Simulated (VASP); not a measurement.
# KI in VASP: a series of runs

KI is run at these levels: PBE, r2SCAN, HSE06; tasks: single point.

Program: VASP 6.6.1. These are calculated values, not measurements. Logs are shortened: lines on timing, memory, paths and dates and some standing lists are left out, and cuts for length are marked.

## Step 1: The cell of the first run

It takes space group I4/mmm (No. 139, tetragonal). The conventional cell has a = 5.013 Å, b = 5.013 Å, c = 7.225 Å, α = 90.00°, β = 90.00°, γ = 90.00°. Within 4.7 Å of K (site symmetry 4/mmm) lie 6 I at 3.54 to 3.61 Å. I (site symmetry 4/mmm) has 6 K at 3.54 to 3.61 Å within 4.7 Å.

## Step 2: Single point, PBE (uniaxial z strain +1.9%)

File INCAR:

```
ALGO = Normal
EDIFF = 1E-6
ENCUT = 520
GGA = PE
ISIF = 2
ISMEAR = -1
LASPH = True
LCHARG = False
LREAL = False
LWAVE = False
NBANDS = 15
NELM = 60
PREC = Accurate
SIGMA = 0.02
```

File KPOINTS:

```
k-points
0
Gamma
  6 6 6
```

File POSCAR:

```
KI
1.0
    0.0000000000      3.5445661365      3.6122673497
    3.5445661365      0.0000000000      3.6122673497
    3.5445661365      3.5445661365      0.0000000000
K I
1 1
Direct
    0.0000000000      0.0000000000      0.0000000000
    0.5000000000      0.5000000000      0.5000000000
```

Potentials or basis: VASP PAW PBE potentials, release 64 (K_sv, I).

Launch:

```bash
$ cat potpaw_PBE.64/K_sv/POTCAR potpaw_PBE.64/I/POTCAR > POTCAR
$ mpirun -np 1 vasp_std > vasp.out
```

OUTCAR:

```text
EDIFF = 1E-6
   ENCUT = 520
   GGA = PE
   ISIF = 2
   ISMEAR = -1
   LASPH = True
   LREAL = False
   NELM = 60
   PREC = Accurate

 ion  position               nearest neighbor table
   1  0.000  0.000  0.000-   2 3.54   2 3.54   2 3.54   2 3.54   2 3.61   2 3.61
   2  0.500  0.500  0.500-   1 3.54   1 3.54   1 3.54   1 3.54   1 3.61   1 3.61

  LATTYP: Found a body centered tetragonal cell.
 ALAT       =     5.0127735030
 C/A-ratio  =     1.4412250414

  Lattice vectors:

 A1 = (  -3.5445661365,   0.0000000000,   3.6122673497)
 A2 = (   3.5445661365,   0.0000000000,   3.6122673497)
 A3 = (   0.0000000000,   3.5445661365,  -3.6122673497)

Analysis of symmetry for initial positions (statically):
=====================================================================
 Subroutine PRICEL returns:
 Original cell was already a primitive cell.

 Routine SETGRP: Setting up the symmetry group for a
 body centered tetragonal supercell.

 Subroutine GETGRP returns: Found 16 space group operations
 (whereof 16 operations were pure point group operations)
 out of a pool of 16 trial point group operations.

The static configuration has the point symmetry D_4h.

Analysis of symmetry for dynamics (positions and initial velocities):
=====================================================================
 Subroutine PRICEL returns:
 Original cell was already a primitive cell.

 Routine SETGRP: Setting up the symmetry group for a
 body centered tetragonal supercell.

 Subroutine GETGRP returns: Found 16 space group operations
 (whereof 16 operations were pure point group operations)
 out of a pool of 16 trial point group operations.

The dynamic configuration has the point symmetry D_4h.

 Subroutine INISYM returns: Found 16 space group operations
 (whereof 16 operations are pure point group operations),
 and found     1 'primitive' translations

----------------------------------------------------------------------------------------

                                     Primitive cell

  volume of cell :      90.7687

  direct lattice vectors                    reciprocal lattice vectors
     0.000000000  3.544566136  3.612267350    -0.141060988  0.141060988  0.138417219
     3.544566136  0.000000000  3.612267350     0.141060988 -0.141060988  0.138417219
     3.544566136  3.544566136  0.000000000     0.141060988  0.141060988 -0.138417219

  length of vectors
     5.060871911  5.060871911  5.012773503     0.242808012  0.242808012  0.242808012

  position of ions in fractional coordinates (direct lattice)
     0.000000000  0.000000000  0.000000000
     0.500000000  0.500000000  0.500000000

  ion indices of the primitive-cell ions
[... 76 lines left out ...]
   LREAL  =      F    real-space projection
[... 7 lines left out ...]
   TEBEG  =    0.0;   TEEND  =   0.0 temperature during run
   PSTRESS=    0.0 pullay stress
   NELECT =      16.0000    total number of electrons
   NUPDOWN=      -1.0000    fix difference up-down
   EMIN   =  10.00;   EMAX   =-10.00  energy-range for DOS
   EFERMI =   0.00;   METHOD = LEGACY
   ISMEAR =    -1;   SIGMA  =   0.02  broadening in eV -4-tet -1-fermi 0-gaus
   EFERMI_NEDOS =   21; number of points for ismear=-14 and -15
   IALGO  =     38    algorithm
   IMIX   =      4    mixing-type and parameters
     AMIX     =   0.40;   BMIX     =  1.00
     AMIX_MAG =   1.60;   BMIX_MAG =  1.00
  volume/ion in A,a.u.               =      45.38       306.27
  Fermi-wavevector in a.u.,A,eV,Ry     =   0.917916  1.734609 11.463851  0.842569
  Thomas-Fermi vector in A             =   2.042939
   LORBIT       =      0    0 simple, 1 ext, 2 COOP (PROOUT), +10 PAW based schemes
   GGA     = PE    functional components
   LHFCALC =     F    Hartree Fock is set to
   AEXX    =    0.0000 exact exchange contribution
   IVDW    =     0    specifies the selected vdW correction
   LEPSILON=     F    determine dielectric tensor
   LRPA    =     F    only Hartree local field effects (RPA)
 non-spin polarized calculation
  energy-cutoff  :      520.00
  volume of cell :       90.77
 maximum number of plane-waves:      2473
 NGX is ok and might be reduce to    40
   NGX = 19   NGY = 19   NGZ = 19

 number of electron      16.0000000 magnetization

 Free energy of the ion-electron system (eV)
  ---------------------------------------------------
  ext. energy  EPLUGINS =         0.00000000
  ---------------------------------------------------
  free energy    TOTEN  =        -5.56195436 eV

  energy without entropy =       -5.56195436  energy(sigma->0) =       -5.56195436

 E-fermi :  -0.1635     XC(G=0):  -7.0650

 val. band max:       -0.5618355248   @ k =   0.0000   0.0000   0.0000
 cond. band min:       3.3333674101   @ k =   0.0000   0.0000   0.0000
 fundamental gap:      3.8952029349
 Fermi energy:        -0.1635235387

 k-point     1 :       0.0000    0.0000    0.0000
  band No.  band energies     occupation
      1     -29.1161      2.00000
      2     -12.6009      2.00000
      3     -12.6001      2.00000
      4     -12.6001      2.00000
      5     -11.0231      2.00000
      6      -0.5643      2.00000
      7      -0.5618      2.00000
      8      -0.5618      2.00000
      9       3.3334      0.00000
     10       5.8714      0.00000
     11       5.9818      0.00000
     12       5.9818      0.00000
     13       6.6079      0.00000
     14       6.6783      0.00000
[... 401 lines left out ...]
      2     -12.6536      2.00000
      3     -12.6221      2.00000
      4     -12.6135      2.00000
      5     -10.8610      2.00000
      6      -1.4830      2.00000
      7      -1.0594      2.00000
      8      -0.9105      2.00000
      9       4.7911      0.00000
     10       5.5775      0.00000
     11       7.0923      0.00000
     12       7.6006      0.00000
     13       8.2602      0.00000
     14       8.6813      0.00000
     15       9.1789      0.00000

 [... further k-points ...]
[... 5 lines left out ...]
  --------------------------------------------------------------------------------------
  -------------------------------------------------------------------------------------
  Total        0.2304657      0.2304657     -0.0064100      0.0000000      0.0000000      0.0000000
  in kB        4.0679996      4.0679996     -0.1131447      0.0000000      0.0000000      0.0000000
  external PRESSURE =       2.6742848 kB  Pullay stress =       0.0000000 kB

 VOLUME and BASIS-vectors are now :
 -----------------------------------------------------------------------------
  energy-cutoff  :      520.00
  volume of cell :       90.77
      direct lattice vectors                 reciprocal lattice vectors
     0.000000000  3.544566136  3.612267350    -0.141060988  0.141060988  0.138417219
     3.544566136  0.000000000  3.612267350     0.141060988 -0.141060988  0.138417219
     3.544566136  3.544566136  0.000000000     0.141060988  0.141060988 -0.138417219

 POSITION                                       TOTAL-FORCE (eV/Angst)
 -----------------------------------------------------------------------------------
      0.00000      0.00000      0.00000        -0.000000      0.000000      0.000000
      3.54457      3.54457      3.61227         0.000000     -0.000000     -0.000000
 -----------------------------------------------------------------------------------
    total drift:                                0.000000     -0.000000     -0.000000

  FREE ENERGIE OF THE ION-ELECTRON SYSTEM (eV)
  ---------------------------------------------------
  free  energy   TOTEN  =        -5.5619543609 eV

  energy  without entropy=       -5.5619543608  energy(sigma->0) =       -5.56195436
```

OSZICAR:

```text
N       E                     dE             d eps       ncg     rms          rms(c)
DAV:   1     0.916257434664E+02    0.91626E+02   -0.64137E+03   900   0.901E+02
DAV:   2    -0.263006766059E+00   -0.91889E+02   -0.85865E+02  1147   0.212E+02
DAV:   3    -0.539416221056E+01   -0.51312E+01   -0.51111E+01  1266   0.447E+01
DAV:   4    -0.564611701363E+01   -0.25195E+00   -0.25189E+00  1451   0.872E+00
DAV:   5    -0.564803806213E+01   -0.19210E-02   -0.19210E-02  1266   0.760E-01    0.290E+00
DAV:   6    -0.556053402568E+01    0.87504E-01   -0.99463E-02  1194   0.178E+00    0.208E+00
DAV:   7    -0.555563694326E+01    0.48971E-02   -0.11457E-01  1222   0.167E+00    0.785E-01
DAV:   8    -0.556129060107E+01   -0.56537E-02   -0.12197E-02   999   0.704E-01    0.130E-01
DAV:   9    -0.556179497624E+01   -0.50438E-03   -0.10342E-03  1264   0.183E-01    0.786E-02
DAV:  10    -0.556190466365E+01   -0.10969E-03   -0.12152E-04  1133   0.588E-02    0.216E-02
DAV:  11    -0.556195443891E+01   -0.49775E-04   -0.64077E-05  1040   0.468E-02    0.185E-02
DAV:  12    -0.556195436087E+01    0.78044E-07   -0.26982E-06  1235   0.127E-02
   1 F= -.55619544E+01 E0= -.55619544E+01  d E =-.282848E-10
```

Wall time 46 s (1 thread of Intel Xeon Platinum 8124M at 3.00GHz (Skylake/Cascade Lake), shared host); peak memory 0.25 GiB.

Results:

- Free energy: -5.5620 eV
- Pressure: 0.3 GPa
- Band gap on the k mesh: 3.90 eV, direct

Caveat: the cell differs from its parent crystal (uniaxial z strain +1.9%); spin-orbit coupling is left out, which moves the levels of the heavy elements.

## Step 3: Single point, r2SCAN (uniaxial z strain +1.9%)

POSCAR is that of step 2.

File INCAR.step1:

```
PREC = Accurate ; ENCUT = 520
ISMEAR = 0 ; SIGMA = 0.01
LREAL = F ; LASPH = T
NELM = 100 ; NBANDS = 15
GGA = PE ; ALGO = Normal
EDIFF = 1E-4 ; LWAVE = T
LCHARG = F
```

File INCAR.step2:

```
PREC = Accurate ; ENCUT = 520
EDIFF = 1E-6 ; ISMEAR = 0
SIGMA = 0.01 ; LREAL = F
LASPH = T ; NELM = 100
ALGO = Normal ; ISIF = 2
LWAVE = F ; LCHARG = F
METAGGA = R2SCAN ; LMIXTAU = T
NBANDS = 15 ; ISTART = 1
```

File KPOINTS:

```
regular mesh
0
Gamma
  6 6 6
```

Potentials or basis: VASP PAW PBE potentials, release 64 (K_sv, I).

Launch:

```bash
$ cat potpaw_PBE.64/K_sv/POTCAR potpaw_PBE.64/I/POTCAR > POTCAR
$ cp INCAR.step1 INCAR
$ mpirun -np 1 vasp_std > vasp.out
$ cp INCAR.step2 INCAR
$ mpirun -np 1 vasp_std > vasp.out
```

Wall time 3 min (1 thread of Intel Xeon Platinum 8124M at 3.00GHz (Skylake/Cascade Lake), shared host); peak memory 0.27 GiB.

The run converged. Its results:

```
Free energy            : -33.9819 eV
Pressure               : -0.2 GPa
Band gap on the k mesh : 4.53 eV, direct
```

Stress tensor (GPa, compression positive):
```
-0.04  0.00  0.00
 0.00 -0.04  0.00
 0.00  0.00 -0.50
```

Levels at points of the mesh, in eV from the valence-band top:
```csv
k point,band 5,band 6,band 7,band 8,band 9,band 10,band 11,band 12
"(0.00, 0.00, 0.00)",-10.77,0.00,0.00,0.00,4.53,6.99,7.10,7.10
"(0.50, 0.00, 0.00)",-10.51,-1.26,-0.32,-0.31,5.99,8.25,8.64,8.78
"(0.50, 0.50, 0.00)",-10.63,-0.99,-0.34,-0.34,5.43,6.43,8.78,9.24
"(0.50, 0.00, 0.50)",-10.63,-0.97,-0.38,-0.36,5.41,6.43,8.82,9.32
```

Caveat: the cell differs from its parent crystal (uniaxial z strain +1.9%); the PAW data sets were made with another functional, which shifts forces and pressure a little; spin-orbit coupling is left out, which moves the levels of the heavy elements.

## Step 4: Single point, HSE06 (strain -2.9%)

File POSCAR:

```
KI
1.0
    0.0000000000      3.4417737185      3.4417737185
    3.4417737185      0.0000000000      3.4417737185
    3.4417737185      3.4417737185      0.0000000000
K I
1 1
Direct
    0.0000000000      0.0000000000      0.0000000000
    0.5000000000      0.5000000000      0.5000000000
```

File INCAR.step1:

```
SYSTEM = KI
PREC = Accurate
ENCUT = 520
EDIFF = 1E-5
ISMEAR = 0
SIGMA = 0.01
LREAL = .False.
LASPH = .True.
NELM = 80
ALGO = Normal
ISIF = 2
LWAVE = .True.
LCHARG = .False.
GGA = PE
NBANDS = 15
```

File INCAR.step2:

```
SYSTEM = KI
PREC = Accurate
ENCUT = 520
EDIFF = 1E-7
ISMEAR = 0
SIGMA = 0.01
LREAL = .False.
LASPH = .True.
NELM = 80
ALGO = Normal
ISIF = 2
LWAVE = .False.
LCHARG = .False.
GGA = PE
LHFCALC = .True.
HFSCREEN = 0.2079
PRECFOCK = Normal
ISTART = 1
NBANDS = 15
```

File KPOINTS:

```
regular mesh
0
Gamma
  4 4 4
  0 0 0
```

Launch:

```bash
$ cat potpaw_PBE.64/K_sv/POTCAR potpaw_PBE.64/I/POTCAR > POTCAR
$ cp INCAR.step1 INCAR
$ mpirun -np 1 vasp_std > vasp.out
$ cp INCAR.step2 INCAR
$ mpirun -np 1 vasp_std > vasp.out
```

Run time: 11 min. Hardware: 1 thread of Intel Xeon Platinum 8259CL at 2.50GHz (Skylake/Cascade Lake), shared host; peak memory 0.32 GiB.

It converged, with:

```yaml
Free_energy: -6.3586 eV
Pressure: 1.7 GPa
Band_gap_on_the_k_mesh: 5.16 eV, direct
```

Levels at points of the mesh, in eV from the valence-band top:
| k point | band 5 | band 6 | band 7 | band 8 | band 9 | band 10 | band 11 | band 12 |
| --- | --- | --- | --- | --- | --- | --- | --- | --- |
| (0.00, 0.00, 0.00) | -11.53 | 0.00 | 0.00 | 0.00 | 5.16 | 7.61 | 7.61 | 7.61 |
| (0.50, 0.00, 0.00) | -11.08 | -1.60 | -0.42 | -0.42 | 6.58 | 9.16 | 9.42 | 9.42 |
| (0.50, 0.50, 0.00) | -11.32 | -1.21 | -0.45 | -0.45 | 5.80 | 7.03 | 9.56 | 10.34 |

Caveat: the cell differs from its parent crystal (strain -2.9%); the PAW data sets were made with another functional, which shifts forces and pressure a little; spin-orbit coupling is left out, which moves the levels of the heavy elements.

## Step 5: Single point, HSE06 (uniaxial z strain +1.9%)

File POSCAR:

```
KI
1.0
    0.0000000000      3.5445661365      3.6122673497
    3.5445661365      0.0000000000      3.6122673497
    3.5445661365      3.5445661365      0.0000000000
K I
1 1
Direct
    0.0000000000      0.0000000000      0.0000000000
    0.5000000000      0.5000000000      0.5000000000
```

File INCAR.step1:

```
SYSTEM = KI
PREC = Accurate
ENCUT = 520
EDIFF = 1E-5
ISMEAR = 0
SIGMA = 0.01
LREAL = .FALSE.
LASPH = .TRUE.
NELM = 60
ALGO = Normal
ISIF = 2
LWAVE = .TRUE.
LCHARG = .FALSE.
GGA = PE
NBANDS = 15
```

File INCAR.step2:

```
SYSTEM = KI
PREC = Accurate
ENCUT = 520
EDIFF = 1E-7
ISMEAR = 0
SIGMA = 0.01
LREAL = .FALSE.
LASPH = .TRUE.
NELM = 60
ALGO = Normal
ISIF = 2
LWAVE = .FALSE.
LCHARG = .FALSE.
GGA = PE
LHFCALC = .TRUE.
HFSCREEN = 0.2079
PRECFOCK = Normal
ISTART = 1
NBANDS = 15
```

File KPOINTS:

```
Automatic mesh
0
G
  4 4 4
  0 0 0
```

Potentials or basis: VASP PAW PBE potentials, release 64 (K_sv, I).

Launch:

```bash
$ cat potpaw_PBE.64/K_sv/POTCAR potpaw_PBE.64/I/POTCAR > POTCAR
$ cp INCAR.step1 INCAR
$ mpirun -np 1 vasp_std > vasp.out
$ cp INCAR.step2 INCAR
$ mpirun -np 1 vasp_std > vasp.out
```

OUTCAR:

```text
SYSTEM = KI
   PREC = Accurate
   ENCUT = 520
   EDIFF = 1E-7
   ISMEAR = 0
   LREAL = .FALSE.
   LASPH = .TRUE.
   NELM = 60
   ISIF = 2
   GGA = PE
   LHFCALC = .TRUE.
   HFSCREEN = 0.2079
   PRECFOCK = Normal
   ISTART = 1

 ion  position               nearest neighbor table
   1  0.000  0.000  0.000-   2 3.54   2 3.54   2 3.54   2 3.54   2 3.61   2 3.61
   2  0.500  0.500  0.500-   1 3.54   1 3.54   1 3.54   1 3.54   1 3.61   1 3.61

  LATTYP: Found a body centered tetragonal cell.
[... 422 lines left out ...]

  FORCE on cell =-STRESS in cart. coord.  units (eV):
  Direction    XX          YY          ZZ          XY          YZ          ZX
  --------------------------------------------------------------------------------------
  -------------------------------------------------------------------------------------
  Total        0.1155651      0.1155651     -0.1170703      0.0000000      0.0000000     -0.0000000
  in kB        2.0398641      2.0398641     -2.0664329      0.0000000      0.0000000     -0.0000000
  external PRESSURE =       0.6710984 kB  Pullay stress =       0.0000000 kB

 VOLUME and BASIS-vectors are now :
 -----------------------------------------------------------------------------
  energy-cutoff  :      520.00
  volume of cell :       90.77
      direct lattice vectors                 reciprocal lattice vectors
     0.000000000  3.544566136  3.612267350    -0.141060988  0.141060988  0.138417219
     3.544566136  0.000000000  3.612267350     0.141060988 -0.141060988  0.138417219
     3.544566136  3.544566136  0.000000000     0.141060988  0.141060988 -0.138417219

 POSITION                                       TOTAL-FORCE (eV/Angst)
 -----------------------------------------------------------------------------------
      0.00000      0.00000      0.00000         0.000000      0.000000     -0.000000
      3.54457      3.54457      3.61227         0.000000      0.000000      0.000000
 -----------------------------------------------------------------------------------
    total drift:                               -0.000000      0.000000     -0.000000

  FREE ENERGIE OF THE ION-ELECTRON SYSTEM (eV)
  ---------------------------------------------------
  free  energy   TOTEN  =        -6.4028211105 eV

  energy  without entropy=       -6.4028211105  energy(sigma->0) =       -6.40282111
```

OSZICAR.step1:

```text
N       E                     dE             d eps       ncg     rms          rms(c)
DAV:   1     0.896335396011E+02    0.89634E+02   -0.63702E+03   390   0.893E+02
DAV:   2     0.121722446227E+00   -0.89512E+02   -0.82583E+02   516   0.205E+02
DAV:   3    -0.538505638409E+01   -0.55068E+01   -0.54791E+01   509   0.459E+01
DAV:   4    -0.564620887374E+01   -0.26115E+00   -0.26109E+00   682   0.912E+00
DAV:   5    -0.564751234356E+01   -0.13035E-02   -0.13034E-02   523   0.743E-01    0.290E+00
DAV:   6    -0.555980473696E+01    0.87708E-01   -0.98757E-02   516   0.177E+00    0.208E+00
DAV:   7    -0.555489127424E+01    0.49135E-02   -0.11553E-01   502   0.167E+00    0.785E-01
DAV:   8    -0.556053476852E+01   -0.56435E-02   -0.12045E-02   447   0.703E-01    0.126E-01
DAV:   9    -0.556101296448E+01   -0.47820E-03   -0.93774E-04   537   0.174E-01    0.774E-02
DAV:  10    -0.556113099894E+01   -0.11803E-03   -0.12004E-04   509   0.594E-02    0.210E-02
DAV:  11    -0.556118019166E+01   -0.49193E-04   -0.61904E-05   439   0.458E-02    0.176E-02
DAV:  12    -0.556118010230E+01    0.89360E-07   -0.23383E-06   426   0.121E-02
   1 F= -.55611801E+01 E0= -.55611801E+01  d E =-.318234E-23
```

Run time: 36 min. Hardware: 1 thread of Intel Xeon Platinum 8259CL at 2.50GHz (Skylake/Cascade Lake), shared host; peak memory 0.37 GiB.

Results:

- Free energy: -6.4028 eV
- Pressure: 0.1 GPa
- Band gap on the k mesh: 4.88 eV, direct

Stress tensor (GPa, compression positive):
```
 0.20  0.00  0.00
 0.00  0.20  0.00
 0.00  0.00 -0.21
```

Caveat: the cell differs from its parent crystal (uniaxial z strain +1.9%); the PAW data sets were made with another functional, which shifts forces and pressure a little; spin-orbit coupling is left out, which moves the levels of the heavy elements.

## Step 6: Summary

| level | cell | k mesh | smearing | grid for exact exchange (PRECFOCK) | screening parameter | gap on the mesh (eV) | pressure (GPa) |
| --- | --- | --- | --- | --- | --- | --- | --- |
| PBE | a = 5.061, b = 5.061, c = 5.013 Å, angles 60.3, 60.3, 59.4°, 2 atoms | 6 × 6 × 6 | fermi-dirac 0.02 eV | - | - | 3.90 | 0.3 |
| r2SCAN | a = 5.061, b = 5.061, c = 5.013 Å, angles 60.3, 60.3, 59.4°, 2 atoms | 6 × 6 × 6 | gaussian 0.01 eV | - | - | 4.53 | -0.2 |
| HSE06 | a = 4.867 Å, angles 60.0°, 2 atoms | 4 × 4 × 4 | gaussian 0.01 eV | Normal | 0.2079 1/Å | 5.16 | 1.7 |
| HSE06 | a = 5.061, b = 5.061, c = 5.013 Å, angles 60.3, 60.3, 59.4°, 2 atoms | 4 × 4 × 4 | gaussian 0.01 eV | Normal | 0.2079 1/Å | 4.88 | 0.1 |

Alike in all rows: task single point; potentials or basis VASP PAW PBE potentials, release 64 (K_sv, I); no spin polarisation; cutoff (eV) 520.

Caveats: spin-orbit coupling is left out, which moves the levels of the heavy elements; the PAW data sets were made with another functional, which shifts forces and pressure a little (some runs).

Total energies depend on the potentials used, so only differences within one code and one set of settings carry meaning.
